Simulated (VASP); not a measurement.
# B (R-3m) in VASP: notebook

The runs below take B through single point, with r2SCAN.

Program: VASP 6.6.1. These are calculated values, not measurements. Logs are shortened: lines on timing, memory, paths and dates and some standing lists are left out, and cuts for length are marked.

## 1. The cell of the first run

It takes space group R-3m (No. 166, trigonal). The conventional cell has a = 4.898 Å, b = 4.898 Å, c = 12.524 Å, α = 90.00°, β = 90.00°, γ = 120.00°. Within 2.2 Å of B (site symmetry m) lie 6 B at 1.67 to 1.80 Å. Within 2.4 Å of B (site symmetry m) lie 7 B at 1.77 to 2.01 Å.

## 2. Single point, r2SCAN

Input file POSCAR:

```
B
1.0
    2.4491963900      1.4140442000      4.1747204400
   -2.4491963900      1.4140442000      4.1747204400
    0.0000000000     -2.8280883900      4.1747204400
B
12
Direct
    0.0099700400      0.6542851200      0.0099700400
    0.0099700400      0.0099700400      0.6542851200
    0.6542851200      0.0099700400      0.0099700400
    0.3457148800      0.9900299600      0.9900299600
    0.9900299600      0.3457148800      0.9900299600
    0.9900299600      0.9900299600      0.3457148800
    0.2205655700      0.6316348300      0.2205655700
    0.2205655700      0.2205655700      0.6316348300
    0.6316348300      0.2205655700      0.2205655700
    0.3683651700      0.7794344300      0.7794344300
    0.7794344300      0.3683651700      0.7794344300
    0.7794344300      0.7794344300      0.3683651700
```

Input file INCAR.step1:

```
ALGO     = Normal         # electronic algorithm
EDIFF    = 1E-4           # SCF threshold, eV
ENCUT    = 520            # plane-wave cutoff, eV
GGA      = PE             # functional
ISMEAR   = 0              # smearing method
LASPH    = T              # aspherical terms in the spheres
LCHARG   = F              # write CHGCAR
LREAL    = F              # projectors in reciprocal space
LWAVE    = T              # write WAVECAR
NBANDS   = 30             # bands
NELM     = 100            # most SCF steps
PREC     = Accurate       # precision mode
SIGMA    = 0.1            # smearing width, eV
```

Input file INCAR.step2:

```
ALGO     = Normal         # electronic algorithm
EDIFF    = 1E-6           # SCF threshold, eV
ENCUT    = 520            # plane-wave cutoff, eV
ISIF     = 2              # what is computed and relaxed
ISMEAR   = 0              # smearing method
ISTART   = 1            
LASPH    = T              # aspherical terms in the spheres
LCHARG   = F              # write CHGCAR
LMIXTAU  = T            
LREAL    = F              # projectors in reciprocal space
LWAVE    = F              # write WAVECAR
METAGGA  = R2SCAN         # meta-GGA
NBANDS   = 30             # bands
NELM     = 100            # most SCF steps
PREC     = Accurate       # precision mode
SIGMA    = 0.1            # smearing width, eV
```

Input file KPOINTS:

```
k-points
0
Gamma
  6 6 6
```

Potentials or basis: VASP PAW PBE potentials, release 64 (B).

On the command line:

```console
$ cat potpaw_PBE.64/B/POTCAR > POTCAR
$ cp INCAR.step1 INCAR
$ mpirun -np 1 vasp_std > vasp.out
$ cp INCAR.step2 INCAR
$ mpirun -np 1 vasp_std > vasp.out
```

OUTCAR:

```text
EDIFF = 1E-6
   ENCUT = 520
   ISIF = 2
   ISMEAR = 0
   ISTART = 1
   LASPH = T
   LREAL = F
   METAGGA = R2SCAN
   NELM = 100
   PREC = Accurate

 ion  position               nearest neighbor table
   1  0.010  0.654  0.010-   5 1.67   3 1.74   2 1.74   7 1.79  12 1.80  10 1.80
   2  0.010  0.010  0.654-   6 1.67   3 1.74   1 1.74   8 1.79  10 1.80  11 1.80
   3  0.654  0.010  0.010-   4 1.67   1 1.74   2 1.74   9 1.79  12 1.80  11 1.80
   4  0.346  0.990  0.990-   3 1.67   5 1.74   6 1.74  10 1.79   8 1.80   7 1.80
   5  0.990  0.346  0.990-   1 1.67   4 1.74   6 1.74  11 1.79   8 1.80   9 1.80
   6  0.990  0.990  0.346-   2 1.67   4 1.74   5 1.74  12 1.79   9 1.80   7 1.80
   7  0.221  0.632  0.221-  12 1.77  10 1.77   1 1.79   6 1.80   4 1.80   9 2.01   8 2.01
   8  0.221  0.221  0.632-  10 1.77  11 1.77   2 1.79   4 1.80   5 1.80   7 2.01   9 2.01
   9  0.632  0.221  0.221-  12 1.77  11 1.77   3 1.79   6 1.80   5 1.80   7 2.01   8 2.01
  10  0.368  0.779  0.779-   8 1.77   7 1.77   4 1.79   2 1.80   1 1.80  11 2.01  12 2.01
  11  0.779  0.368  0.779-   8 1.77   9 1.77   5 1.79   2 1.80   3 1.80  10 2.01  12 2.01
  12  0.779  0.779  0.368-   7 1.77   9 1.77   6 1.79   3 1.80   1 1.80  10 2.01  11 2.01

  LATTYP: Found a trigonal (rhomboedric) cell.
 ALAT       =     5.0424572094
 COS(alpha) =     0.5281621515

  Lattice vectors:

 A1 = (   2.4491963900,   1.4140442000,   4.1747204400)
 A2 = (  -2.4491963900,   1.4140442000,   4.1747204400)
 A3 = (   0.0000000000,  -2.8280883900,   4.1747204400)

Analysis of symmetry for initial positions (statically):
=====================================================================
 Subroutine PRICEL returns:
 Original cell was already a primitive cell.

 Routine SETGRP: Setting up the symmetry group for a
 trigonal (rhombohedral) supercell.

 Subroutine GETGRP returns: Found 12 space group operations
 (whereof 12 operations were pure point group operations)
 out of a pool of 12 trial point group operations.

The static configuration has the point symmetry D_3d.

Analysis of symmetry for dynamics (positions and initial velocities):
=====================================================================
 Subroutine PRICEL returns:
 Original cell was already a primitive cell.

 Routine SETGRP: Setting up the symmetry group for a
 trigonal (rhombohedral) supercell.

 Subroutine GETGRP returns: Found 12 space group operations
[... 133 lines left out ...]
   PSTRESS=    0.0 pullay stress
   NELECT =      36.0000    total number of electrons
   NUPDOWN=      -1.0000    fix difference up-down
   EMIN   =  10.00;   EMAX   =-10.00  energy-range for DOS
   EFERMI =   0.00;   METHOD = LEGACY
   ISMEAR =     0;   SIGMA  =   0.10  broadening in eV -4-tet -1-fermi 0-gaus
   EFERMI_NEDOS =   21; number of points for ismear=-14 and -15
   IALGO  =     38    algorithm
   IMIX   =      4    mixing-type and parameters
     AMIX     =   0.40;   BMIX     =  1.00
     AMIX_MAG =   1.60;   BMIX_MAG =  1.00
  volume/ion in A,a.u.               =       7.23        48.78
  Fermi-wavevector in a.u.,A,eV,Ry     =   1.221108  2.307559 20.287697  1.491104
  Thomas-Fermi vector in A             =   2.356301
   LORBIT       =      0    0 simple, 1 ext, 2 COOP (PROOUT), +10 PAW based schemes
   METAGGA = R2SCAN    functional components
   LHFCALC =     F    Hartree Fock is set to
   AEXX    =    0.0000 exact exchange contribution
   IVDW    =     0    specifies the selected vdW correction
   LEPSILON=     F    determine dielectric tensor
   LRPA    =     F    only Hartree local field effects (RPA)
 non-spin polarized calculation
 Gauss-broadening in eV      SIGMA  =   0.10
  energy-cutoff  :      520.00
  volume of cell :       86.75
 maximum number of plane-waves:      2360
 NGX is ok and might be reduce to    40
   NGX = 19   NGY = 19   NGZ = 19

 number of electron      36.0000000 magnetization

 Free energy of the ion-electron system (eV)
  ---------------------------------------------------
  ext. energy  EPLUGINS =         0.00000000
  ---------------------------------------------------
  free energy    TOTEN  =       -88.12798911 eV

  energy without entropy =      -88.12798911  energy(sigma->0) =      -88.12798911

 E-fermi :   6.3864     XC(G=0): -12.3034

 val. band max:        5.9106274648   @ k =   0.5000   0.5000   0.5000
 cond. band min:       7.5358698106   @ k =   0.5000   0.5000   0.0000
 fundamental gap:      1.6252423459
 Fermi energy:         6.3863974735

 k-point     1 :       0.0000    0.0000    0.0000
  band No.  band energies     occupation
      1     -11.2619      2.00000
      2      -5.2302      2.00000
      3      -4.9653      2.00000
      4      -4.9653      2.00000
      5      -3.6832      2.00000
      6      -3.0646      2.00000
[... 781 lines left out ...]
     29      15.4291      0.00000
     30      16.4694      0.00000

 [... further k-points ...]

------------------------ aborting loop because EDIFF is reached ----------------------------------------

  FORCE on cell =-STRESS in cart. coord.  units (eV):
  Direction    XX          YY          ZZ          XY          YZ          ZX
  --------------------------------------------------------------------------------------
  -------------------------------------------------------------------------------------
  Total        0.0827930      0.0827930     -0.1800225      0.0000000     -0.0000000      0.0000000
  in kB        1.5291103      1.5291103     -3.3248506      0.0000000     -0.0000000      0.0000000
  external PRESSURE =      -0.0888766 kB  Pullay stress =       0.0000000 kB

 VOLUME and BASIS-vectors are now :
 -----------------------------------------------------------------------------
  energy-cutoff  :      520.00
  volume of cell :       86.75
      direct lattice vectors                 reciprocal lattice vectors
     2.449196390  1.414044200  4.174720440     0.204148594  0.117865246  0.079845666
    -2.449196390  1.414044200  4.174720440    -0.204148594  0.117865246  0.079845666
     0.000000000 -2.828088390  4.174720440     0.000000000 -0.235730491  0.079845666

 POSITION                                       TOTAL-FORCE (eV/Angst)
 -----------------------------------------------------------------------------------
     -1.57805      0.91109      2.81470        -0.002673      0.001543     -0.011324
      0.00000     -1.82218      2.81470        -0.000000     -0.003086     -0.011324
      1.57805      0.91109      2.81470         0.002673      0.001543     -0.011324
     -1.57805     -0.91109      9.70946        -0.002673     -0.001543      0.011324
      1.57805     -0.91109      9.70946         0.002673     -0.001543      0.011324
      0.00000      1.82218      9.70946        -0.000000      0.003086      0.011324
     -1.00679      0.58127      4.47850         0.004192     -0.002420      0.001554
      0.00000     -1.16254      4.47850        -0.000000      0.004840      0.001554
      1.00679      0.58127      4.47850        -0.004192     -0.002420      0.001554
     -1.00679     -0.58127      8.04566         0.004192      0.002420     -0.001554
      1.00679     -0.58127      8.04566        -0.004192      0.002420     -0.001554
      0.00000      1.16254      8.04566        -0.000000     -0.004840     -0.001554
 -----------------------------------------------------------------------------------
    total drift:                                0.000000     -0.000000     -0.000000

  FREE ENERGIE OF THE ION-ELECTRON SYSTEM (eV)
  ---------------------------------------------------
  free  energy   TOTEN  =       -88.1279891117 eV

  energy  without entropy=      -88.1279891117  energy(sigma->0) =      -88.12798911
```

OUTCAR.step1:

```text
EDIFF = 1E-4
   ENCUT = 520
   GGA = PE
   ISMEAR = 0
[... 1054 lines left out ...]
      1.00679      0.58127      4.47850        -0.113718     -0.065655      0.013586
     -1.00679     -0.58127      8.04566         0.113718      0.065655     -0.013586
      1.00679     -0.58127      8.04566        -0.113718      0.065655     -0.013586
      0.00000      1.16254      8.04566         0.000000     -0.131311     -0.013586
 -----------------------------------------------------------------------------------
    total drift:                                0.000000     -0.000000     -0.000000

  FREE ENERGIE OF THE ION-ELECTRON SYSTEM (eV)
  ---------------------------------------------------
  free  energy   TOTEN  =       -80.4559222319 eV

  energy  without entropy=      -80.4559222319  energy(sigma->0) =      -80.45592223
```

Run time: 6.5 min. Hardware: 1 thread of Intel Xeon Platinum 8488C (Sapphire Rapids), shared host; peak memory 0.26 GiB.

What came out:

```
Free energy            : -88.1280 eV
Pressure               : 0.0 GPa
Largest force          : 0.012 eV/Å
Band gap on the k mesh : 1.63 eV (least direct gap 2.05 eV)
```

Forces in eV/Å, atoms in the order of the input:
```
B   -0.003  0.002 -0.011
B    0.000 -0.003 -0.011
B    0.003  0.002 -0.011
B   -0.003 -0.002  0.011
B    0.003 -0.002  0.011
B    0.000  0.003  0.011
B    0.004 -0.002  0.002
B    0.000  0.005  0.002
B   -0.004 -0.002  0.002
B    0.004  0.002 -0.002
B   -0.004  0.002 -0.002
B    0.000 -0.005 -0.002
```

Levels at points of the mesh, in eV from the valence-band top:
| k point | band 15 | band 16 | band 17 | band 18 | band 19 | band 20 | band 21 | band 22 |
| --- | --- | --- | --- | --- | --- | --- | --- | --- |
| (0.00, 0.00, 0.00) | -1.40 | -0.93 | -0.93 | -0.38 | 1.66 | 4.90 | 4.90 | 5.11 |
| (0.50, 0.00, 0.00) | -2.74 | -2.08 | -1.78 | -0.68 | 2.15 | 3.46 | 3.97 | 5.17 |
| (0.50, 0.50, 0.00) | -3.05 | -2.77 | -2.22 | -2.08 | 1.63 | 2.91 | 3.06 | 3.76 |
| (0.50, 0.50, 0.50) | -3.09 | -1.93 | -1.93 | 0.00 | 2.87 | 3.00 | 3.00 | 5.31 |

Caveat: the PAW data sets were made with another functional, which shifts forces and pressure a little.

## 3. Single point, r2SCAN

Input file POSCAR:

```
B
1.0
    2.4491401542      1.4140117290      4.1709148731
   -2.4491401542      1.4140117290      4.1709148731
    0.0000000000     -2.8280234530      4.1709148748
B
12
Direct
    0.0098660845      0.6544200095      0.0098660845
    0.0098660845      0.0098660845      0.6544200095
    0.6544200095      0.0098660845      0.0098660845
    0.3455799905      0.9901339155      0.9901339155
    0.9901339155      0.3455799905      0.9901339155
    0.9901339155      0.9901339155      0.3455799905
    0.2205073603      0.6317576184      0.2205073603
    0.2205073603      0.2205073603      0.6317576184
    0.6317576184      0.2205073603      0.2205073603
    0.3682423816      0.7794926397      0.7794926397
    0.7794926397      0.3682423816      0.7794926397
    0.7794926397      0.7794926397      0.3682423816
```

Input file INCAR.step1:

```
SYSTEM = B
PREC = Accurate ; ENCUT = 520
ISMEAR = 0 ; SIGMA = 0.02
LREAL = .False. ; LASPH = .True.
NELM = 60 ; NBANDS = 30
GGA = PE ; ALGO = Normal
EDIFF = 1E-4 ; LWAVE = .True.
LCHARG = .False.
```

Input file INCAR.step2:

```
SYSTEM = B
PREC = Accurate ; ENCUT = 520
EDIFF = 1E-6 ; ISMEAR = 0
SIGMA = 0.02 ; LREAL = .False.
LASPH = .True. ; NELM = 60
ALGO = Normal ; ISIF = 2
LWAVE = .False. ; LCHARG = .False.
METAGGA = R2SCAN ; LMIXTAU = .True.
NBANDS = 30 ; ISTART = 1
```

Input file KPOINTS:

```
Automatic mesh
0
Gamma
  9 9 9
  0 0 0
```

Potentials or basis: VASP PAW PBE potentials, release 64 (B).

On the command line:

```console
$ cat potpaw_PBE.64/B/POTCAR > POTCAR
$ cp INCAR.step1 INCAR
$ mpirun -np 1 vasp_std > vasp.out
$ cp INCAR.step2 INCAR
$ mpirun -np 1 vasp_std > vasp.out
```

Run time: 15 min. Hardware: 1 thread of Intel Xeon Platinum 8488C (Sapphire Rapids), shared host; peak memory 0.33 GiB.

The run converged. Its results:

| Quantity | Value |
| --- | --- |
| Free energy | -88.1277 eV |
| Pressure | 0.3 GPa |
| Largest force | 0.022 eV/Å |
| Band gap on the k mesh | 1.63 eV (least direct gap 2.04 eV) |

Forces on the atoms (eV/Å):
```
B    0.013 -0.007 -0.011
B    0.000  0.015 -0.011
B   -0.013 -0.007 -0.011
B    0.013  0.007  0.011
B   -0.013  0.007  0.011
B    0.000 -0.015  0.011
B    0.018 -0.011  0.007
B    0.000  0.021  0.007
B   -0.018 -0.011  0.007
B    0.018  0.011 -0.007
B   -0.018  0.011 -0.007
B    0.000 -0.021 -0.007
```

Stress tensor (GPa, compression positive):
```
0.31 0.00 0.00
0.00 0.31 0.00
0.00 0.00 0.23
```

Levels at points of the mesh, in eV from the valence-band top:
| k point | band 14 | band 15 | band 16 | band 17 | band 18 | band 19 | band 20 | band 21 | band 22 | band 23 |
| --- | --- | --- | --- | --- | --- | --- | --- | --- | --- | --- |
| (0.00, 0.00, 0.00) | -4.62 | -1.37 | -0.90 | -0.90 | -0.37 | 1.69 | 4.92 | 4.92 | 5.13 | 5.13 |

Caveat: the PAW data sets were made with another functional, which shifts forces and pressure a little; an odd mesh through Γ misses points on the zone boundary, where band edges can lie.
